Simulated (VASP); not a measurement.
Set up this calculation in VASP 6.6.1, as the native input.

* Task: single point
* Functional: PBEsol
* Potentials or basis: VASP PAW PBE potentials, release 64 (W_sv)
* Cutoff: 520 eV
* k mesh: 18 × 18 × 18
* Occupations: fermi-dirac, width 0.1 eV
* Spin: no spin polarisation
* Dipole correction: no
* Further INCAR settings: ALGO = Normal; EDIFF = 1e-07; NBANDS = 13

The structure of W lies in POSCAR:

```
W
1.0
   -1.5772027281      1.5772027281      1.5772027281
    1.5772027281     -1.5772027281      1.5772027281
    1.5772027281      1.5772027281     -1.5772027281
W
1
Direct
    0.0000000000      0.0000000000      0.0000000000
```

One way to write it, as run:

INCAR

```
PREC     = Accurate       # precision mode
ENCUT    = 520            # plane-wave cutoff, eV
EDIFF    = 1E-7           # SCF threshold, eV
ISMEAR   = -1             # smearing method
SIGMA    = 0.1            # smearing width, eV
LREAL    = False          # projectors in reciprocal space
LASPH    = True           # aspherical terms in the spheres
NELM     = 80             # most SCF steps
ALGO     = Normal         # electronic algorithm
ISIF     = 2              # what is computed and relaxed
LWAVE    = False          # write WAVECAR
LCHARG   = True           # write CHGCAR
GGA      = PS             # functional
LELF     = True           # ELF
LVHAR    = True         
NBANDS   = 13             # bands
```

KPOINTS

```
Automatic mesh
0
Gamma
  18 18 18
```

Potentials or basis: VASP PAW PBE potentials, release 64 (W_sv).

Command:

```sh
$ cat potpaw_PBE.64/W_sv/POTCAR > POTCAR
$ mpirun -np 1 vasp_std > vasp.out
```

It gave:

```
Pressure               : 0.7 GPa
Band gap on the k mesh : zero (band 7 reaches 16.67 eV, above the bottom of band 8 at 10.17 eV)
```

Caveat: the PAW data sets were made with another functional, which shifts forces and pressure a little; spin-orbit coupling is left out, which moves the levels of the heavy elements.

Wall time 59 s on 1 thread of AMD EPYC 9R45, on a shared host, peak memory 0.12 GiB.
